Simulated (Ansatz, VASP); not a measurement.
Two plane-wave programs on K3LuN2

```
CELL_PARAMETERS angstrom
-3.81269 3.81269 4.34915
3.81269 -3.81269 4.34915
3.81269 3.81269 -4.34915
ATOMIC_POSITIONS crystal
K 0.00000 0.50000 0.50000
K 0.50000 0.00000 0.50000
K 0.50000 0.50000 0.00000
Lu 0.00000 0.00000 0.00000
N 0.78135 0.78135 0.00000
N 0.21865 0.21865 0.00000
```

Alike in both runs: functional PBE; k mesh 4 × 4 × 4; occupations gaussian, width 0.1 eV; no spin polarisation.

Ansatz relaxed the structure, and its values are those at the end. VASP's run is a single point on that final structure, the one shown.

|  | VASP | Ansatz |
| --- | --- | --- |
| version | VASP 6.6.1 | Ansatz 0.2.0 |
| potentials or method | VASP PAW PBE potentials, release 64 (K_sv, Lu, N), cutoff 520 eV | scalar-relativistic, plane waves, PAW |
| valence electrons in the cell | 62 | 62 |

|  | VASP | Ansatz | Ansatz less VASP |
| --- | --- | --- | --- |
| gap on the k mesh at the Fermi level (eV) | none | none | - |
| pressure (GPa) | 0.3 | 0.0 | -0.24 |
| rms of the force components (eV/Å) | 0.097 | 0.000 | -0.0965 |

A gap of «none» marks a metal or a gap that the smearing closes.

Neither program's run includes spin-orbit coupling.
